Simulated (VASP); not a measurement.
# NaF in VASP: a series of runs, part 3 of 3

VASP 6.6.1. Earlier steps stand in the parts before.

### Step 5. Single point, PBEsol (equal xy, yz and zx engineering shears of -0.5 %)

Input file INCAR:

```
PREC = Accurate ; ENCUT = 520
EDIFF = 1E-6 ; ISMEAR = 0
SIGMA = 0.01 ; LREAL = False
LASPH = True ; NELM = 100
ALGO = Normal ; ISIF = 2
LWAVE = False ; LCHARG = True
GGA = PS ; LELF = True
LVHAR = True ; NBANDS = 14
```

Input file KPOINTS:

```
regular mesh
0
Gamma
  10 10 10
```

Input file POSCAR:

```
NaF
1.0
   -0.0115754907      2.3093103883      2.3093103883
    2.3093103883     -0.0115754907      2.3093103883
    2.3093103883      2.3093103883     -0.0115754907
Na F
1 1
Direct
    0.0000000000      0.0000000000      0.0000000000
    0.5000000000      0.5000000000      0.5000000000
```

Potentials or basis: VASP PAW PBE potentials, release 64 (Na_pv, F).

Started as:

```sh
$ cat potpaw_PBE.64/Na_pv/POTCAR potpaw_PBE.64/F/POTCAR > POTCAR
$ mpirun -np 1 vasp_std > vasp.out
```

OUTCAR:

```text
PREC = Accurate
   ENCUT = 520
   EDIFF = 1E-6
   ISMEAR = 0
   LREAL = False
   LASPH = True
   NELM = 100
   ISIF = 2
   GGA = PS

 ion  position               nearest neighbor table
   1  0.000  0.000  0.000-   2 2.32   2 2.32   2 2.32   2 2.32   2 2.32   2 2.32
   2  0.500  0.500  0.500-   1 2.32   1 2.32   1 2.32   1 2.32   1 2.32   1 2.32

  LATTYP: Found a trigonal (rhomboedric) cell.
 ALAT       =     3.2658785849
 COS(alpha) =     0.4949812503

  Lattice vectors:

 A1 = (  -0.0115754907,   2.3093103883,   2.3093103883)
 A2 = (   2.3093103883,  -0.0115754907,   2.3093103883)
 A3 = (   2.3093103883,   2.3093103883,  -0.0115754907)

Analysis of symmetry for initial positions (statically):
=====================================================================
 Subroutine PRICEL returns:
 Original cell was already a primitive cell.

 Routine SETGRP: Setting up the symmetry group for a
 trigonal (rhombohedral) supercell.

 Subroutine GETGRP returns: Found 12 space group operations
 (whereof 12 operations were pure point group operations)
 out of a pool of 12 trial point group operations.

The static configuration has the point symmetry D_3d.

Analysis of symmetry for dynamics (positions and initial velocities):
=====================================================================
 Subroutine PRICEL returns:
 Original cell was already a primitive cell.

 Routine SETGRP: Setting up the symmetry group for a
 trigonal (rhombohedral) supercell.

 Subroutine GETGRP returns: Found 12 space group operations
 (whereof 12 operations were pure point group operations)
 out of a pool of 12 trial point group operations.

The dynamic configuration has the point symmetry D_3d.

 Subroutine INISYM returns: Found 12 space group operations
 (whereof 12 operations are pure point group operations),
 and found     1 'primitive' translations

----------------------------------------------------------------------------------------

                                     Primitive cell

  volume of cell :      24.8159

  direct lattice vectors                    reciprocal lattice vectors
    -0.011575491  2.309310388  2.309310388    -0.214893685  0.215976273  0.215976273
     2.309310388 -0.011575491  2.309310388     0.215976273 -0.214893685  0.215976273
     2.309310388  2.309310388 -0.011575491     0.215976273  0.215976273 -0.214893685

  length of vectors
     3.265878585  3.265878585  3.265878585     0.373457891  0.373457891  0.373457891

  position of ions in fractional coordinates (direct lattice)
     0.000000000  0.000000000  0.000000000
     0.500000000  0.500000000  0.500000000

  ion indices of the primitive-cell ions
   primitive index   ion index
                 1           1
                 2           2

----------------------------------------------------------------------------------------

 KPOINTS: regular mesh

Automatic generation of k-mesh.
 Grid dimensions read from file:
 generate k-points for:   10   10   10

 Generating k-lattice:

  Cartesian coordinates                     Fractional coordinates (reciprocal lattice)
    -0.021489368  0.021597627  0.021597627     0.100000000  0.000000000 -0.000000000
     0.021597627 -0.021489368  0.021597627     0.000000000  0.100000000 -0.000000000
     0.021597627  0.021597627 -0.021489368     0.000000000  0.000000000  0.100000000

  Length of vectors
     0.037345789  0.037345789  0.037345789

[... 37 lines left out ...]
   total plane-waves  NPLWV =  13824
   dimension x,y,z NGX =    24 NGY =   24 NGZ =   24
   dimension x,y,z NGXF=    48 NGYF=   48 NGZF=   48
   ions per type =               1   1
   NGX,Y,Z   is equivalent  to a cutoff of  12.22, 12.22, 12.22 a.u.
   NGXF,Y,Z  is equivalent  to a cutoff of  24.43, 24.43, 24.43 a.u.
 SYSTEM =  unknown system
   PREC   = accura    normal or accurate (medium, high low for compatibility)
   ISTART =      0    job   : 0-new  1-cont  2-samecut
   ICHARG =      2    charge: 1-file 2-atom 10-const
   ISPIN  =      1    spin polarized calculation?
   LNONCOLLINEAR =      F non collinear calculations
   LSORBIT =      F    spin-orbit coupling
   LASPH  =      T    aspherical Exc in radial PAW
   ENCUT  =  520.0 eV  38.22 Ry    6.18 a.u.   6.07  6.07  6.07*2*pi/ulx,y,z
   NELM   =    100;   NELMIN=  2; NELMDL= -5     # of ELM steps
   EDIFF  = 0.1E-05   stopping-criterion for ELM
   LREAL  =      F    real-space projection
   EDIFFG = 0.1E-04   stopping-criterion for IOM
   NSW    =      0    number of steps for IOM
   IBRION =     -1    ionic relax: 0-MD 1-quasi-New 2-CG
   NFREE  =      0    steps in history (QN), initial steepest desc. (CG)
   ISIF   =      2    stress and relaxation
   ISYM   =      2    0-nonsym 1-usesym 2-fastsym
   POTIM  = 0.5000    time-step for ionic-motion
   TEBEG  =    0.0;   TEEND  =   0.0 temperature during run
   PSTRESS=    0.0 pullay stress
   NELECT =      14.0000    total number of electrons
   NUPDOWN=      -1.0000    fix difference up-down
   EMIN   =  10.00;   EMAX   =-10.00  energy-range for DOS
   EFERMI =   0.00;   METHOD = LEGACY
   ISMEAR =     0;   SIGMA  =   0.01  broadening in eV -4-tet -1-fermi 0-gaus
   EFERMI_NEDOS =   21; number of points for ismear=-14 and -15
   IALGO  =     38    algorithm
   IMIX   =      4    mixing-type and parameters
     AMIX     =   0.40;   BMIX     =  1.00
     AMIX_MAG =   1.60;   BMIX_MAG =  1.00
  volume/ion in A,a.u.               =      12.41        83.73
  Fermi-wavevector in a.u.,A,eV,Ry     =   1.352719  2.556268 24.896592  1.829848
  Thomas-Fermi vector in A             =   2.480034
   LORBIT       =      0    0 simple, 1 ext, 2 COOP (PROOUT), +10 PAW based schemes
   GGA     = PS    functional components
   LHFCALC =     F    Hartree Fock is set to
   AEXX    =    0.0000 exact exchange contribution
   IVDW    =     0    specifies the selected vdW correction
   LEPSILON=     F    determine dielectric tensor
   LRPA    =     F    only Hartree local field effects (RPA)
 non-spin polarized calculation
 Gauss-broadening in eV      SIGMA  =   0.01
  energy-cutoff  :      520.00
  volume of cell :       24.82
 maximum number of plane-waves:       681
   NGX = 13   NGY = 13   NGZ = 13

 number of electron      13.9999984 magnetization

 Free energy of the ion-electron system (eV)
  ---------------------------------------------------
  ext. energy  EPLUGINS =         0.00000000
  ---------------------------------------------------
  free energy    TOTEN  =        -8.76858864 eV

  energy without entropy =       -8.76858864  energy(sigma->0) =       -8.76858864

 E-fermi :  -2.0524     XC(G=0):  -9.3465

 val. band max:       -2.1518635745   @ k =   0.0000   0.0000   0.0000
 cond. band min:       4.0077040088   @ k =   0.0000   0.0000   0.0000
 fundamental gap:      6.1595675833
 Fermi energy:        -2.0523526182

 k-point     1 :       0.0000    0.0000    0.0000
  band No.  band energies     occupation
      1     -21.2263      2.00000
      2     -20.9287      2.00000
      3     -20.9277      2.00000
      4     -20.9277      2.00000
      5      -2.1721      2.00000
      6      -2.1721      2.00000
      7      -2.1519      2.00000
      8       4.0077      0.00000
      9      16.6329      0.00000
     10      16.6329      0.00000
     11      16.8195      0.00000
     12      19.3813      0.00000
     13      21.7734      0.00000
     14      21.7734      0.00000
[... 377 lines left out ...]
      1     -21.4623      2.00000
      2     -20.9778      2.00000
      3     -20.9694      2.00000
      4     -20.5649      2.00000
      5      -3.3681      2.00000
      6      -2.5635      2.00000
      7      -2.4881      2.00000
      8       8.2907      0.00000
      9      11.4856      0.00000
     10      14.4812      0.00000
     11      17.2901      0.00000
     12      17.4448      0.00000
     13      23.2085      0.00000
     14      24.4281      0.00000

 [... further k-points ...]

------------------------ aborting loop because EDIFF is reached ----------------------------------------

  FORCE on cell =-STRESS in cart. coord.  units (eV):
  Direction    XX          YY          ZZ          XY          YZ          ZX
  --------------------------------------------------------------------------------------
  -------------------------------------------------------------------------------------
  Total       -0.0184479     -0.0184479     -0.0184479      0.0205321      0.0205321      0.0205321
  in kB       -1.1910450     -1.1910450     -1.1910450      1.3256042      1.3256042      1.3256042
  external PRESSURE =      -1.1910450 kB  Pullay stress =       0.0000000 kB

 VOLUME and BASIS-vectors are now :
 -----------------------------------------------------------------------------
  energy-cutoff  :      520.00
  volume of cell :       24.82
      direct lattice vectors                 reciprocal lattice vectors
    -0.011575491  2.309310388  2.309310388    -0.214893685  0.215976273  0.215976273
     2.309310388 -0.011575491  2.309310388     0.215976273 -0.214893685  0.215976273
     2.309310388  2.309310388 -0.011575491     0.215976273  0.215976273 -0.214893685

 POSITION                                       TOTAL-FORCE (eV/Angst)
 -----------------------------------------------------------------------------------
      0.00000      0.00000      0.00000         0.000000      0.000000     -0.000000
      2.30352      2.30352      2.30352        -0.000000     -0.000000      0.000000
 -----------------------------------------------------------------------------------
    total drift:                                0.000000     -0.000000      0.000000

  FREE ENERGIE OF THE ION-ELECTRON SYSTEM (eV)
  ---------------------------------------------------
  free  energy   TOTEN  =        -8.7685886371 eV

  energy  without entropy=       -8.7685886371  energy(sigma->0) =       -8.76858864
```

stdout:

```text
POSCAR found type information on POSCAR NaF
 POSCAR found :  2 types and       2 ions
 scaLAPACK will be used
 -----------------------------------------------------------------------------
|                                                                             |
|                                                                             |
|     You enforced a specific xc type in the INCAR file but a different       |
|     I HOPE YOU KNOW WHAT YOU ARE DOING!                                     |
|                                                                             |
 -----------------------------------------------------------------------------

 LDA part: xc-table for (Slater+PW92), standard interpolation
 POSCAR, INCAR and KPOINTS ok, starting setup
 FFT: planning ... GRIDC
 FFT: planning ... GRID_SOFT
 FFT: planning ... GRID
 WAVECAR not read
 entering main loop
```

It took 32 s on 1 thread of Intel Xeon 8259CL, shared host; peak memory 0.16 GiB.

What came out:

```
Free energy            : -8.7686 eV
Pressure               : -0.1 GPa
Band gap on the k mesh : 6.16 eV
```

Stress tensor (GPa, compression positive):
```
-0.12  0.13  0.13
 0.13 -0.12  0.13
 0.13  0.13 -0.12
```

Caveat: the cell differs from its parent crystal (equal xy, yz and zx engineering shears of -0.5 %); the PAW data sets were made with another functional, which shifts forces and pressure a little.

### Step 6. The runs side by side

```csv
cell,gap on the mesh (eV),pressure (GPa)
"a = 3.282, b = 3.282, c = 3.274 Å, angles 60.1, 60.1, 59.8°, 2 atoms",6.15,-0.3
"a = 3.266 Å, angles 60.3°, 2 atoms",6.16,-0.1
"a = 3.282 Å, angles 59.7°, 2 atoms",6.17,-0.1
```

Alike in all rows: task single point; level PBEsol; potentials or basis VASP PAW PBE potentials, release 64 (Na_pv, F); no spin polarisation; k mesh 10 × 10 × 10; cutoff (eV) 520; smearing gaussian 0.01 eV.

Caveats: the PAW data sets were made with another functional, which shifts forces and pressure a little.

Total energies depend on the potentials used, so only differences within one code and one set of settings carry meaning.
